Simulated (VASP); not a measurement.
Wanted: the native input for a VASP 6.6.1 run.

- Task: single point
- Functional: r2SCAN
- Potentials or basis: VASP PAW PBE potentials, release 64 (Mg, S, Zn)
- Cutoff: 520 eV
- k mesh: 6 × 6 × 6
- Occupations: gaussian, width 0.01 eV
- Spin: no spin polarisation
- Dipole correction: no
- Further INCAR settings: ALGO = Normal; EDIFF = 1e-06; NBANDS = 31

Crystal: Mg3ZnS4.

```xyz
8
Lattice="-2.7987 2.7987 5.5878 2.7987 -2.7987 5.5878 2.7987 2.7987 -5.5878" Properties=species:S:1:pos:R:3 pbc="T T T"
Mg    0.0000    2.7987    2.7939
Mg    0.0000    0.0000    5.5878
Mg    2.7987    0.0000    2.7939
S     1.4420   -1.4420    4.2253
S     1.4420    1.4420    6.9503
S    -1.4420    1.4420    4.2253
S     1.3567    1.3567    1.3625
Zn    0.0000    0.0000    0.0000
```

One way to write it, as run:

POSCAR

```
Mg3ZnS4
1.0
   -2.7986923730      2.7986923730      5.5878212720
    2.7986923730     -2.7986923730      5.5878212720
    2.7986923730      2.7986923730     -5.5878212720
Mg S Zn
3 4 1
Direct
    0.7500000000      0.2500000000      0.5000000000
    0.5000000000      0.5000000000      0.0000000000
    0.2500000000      0.7500000000      0.5000000000
    0.1204653365      0.6357018830      0.0000000000
    0.8795346635      0.8795346635      0.5152365466
    0.6357018830      0.1204653365      0.0000000000
    0.3642981170      0.3642981170      0.4847634534
    0.0000000000      0.0000000000      0.0000000000
```

INCAR.step1

```
SYSTEM = Mg3ZnS4
PREC = Accurate ; ENCUT = 520
ISMEAR = 0 ; SIGMA = 0.01
LREAL = .False. ; LASPH = .True.
NELM = 60 ; NBANDS = 31
GGA = PE ; ALGO = Normal
EDIFF = 1E-4 ; LWAVE = .True.
LCHARG = .False.
```

INCAR.step2

```
SYSTEM = Mg3ZnS4
PREC = Accurate ; ENCUT = 520
EDIFF = 1E-6 ; ISMEAR = 0
SIGMA = 0.01 ; LREAL = .False.
LASPH = .True. ; NELM = 60
ALGO = Normal ; ISIF = 2
LWAVE = .False. ; LCHARG = .False.
METAGGA = R2SCAN ; LMIXTAU = .True.
NBANDS = 31 ; ISTART = 1
```

KPOINTS

```
Automatic mesh
0
Gamma
  6 6 6
  0 0 0
```

Potentials or basis: VASP PAW PBE potentials, release 64 (Mg, S, Zn).

The run is started by

```console
$ cat potpaw_PBE.64/Mg/POTCAR potpaw_PBE.64/S/POTCAR potpaw_PBE.64/Zn/POTCAR > POTCAR
$ cp INCAR.step1 INCAR
$ mpirun -np 1 vasp_std > vasp.out
$ cp INCAR.step2 INCAR
$ mpirun -np 1 vasp_std > vasp.out
```

It gave:

```
Pressure               : -0.2 GPa
Largest force          : 0.026 eV/Å
Band gap on the k mesh : 3.71 eV
```

Caveat: the PAW data sets were made with another functional, which shifts forces and pressure a little.

Wall time 42 min on 1 thread of Intel Xeon 8259CL (shared host), peak memory 0.53 GiB.
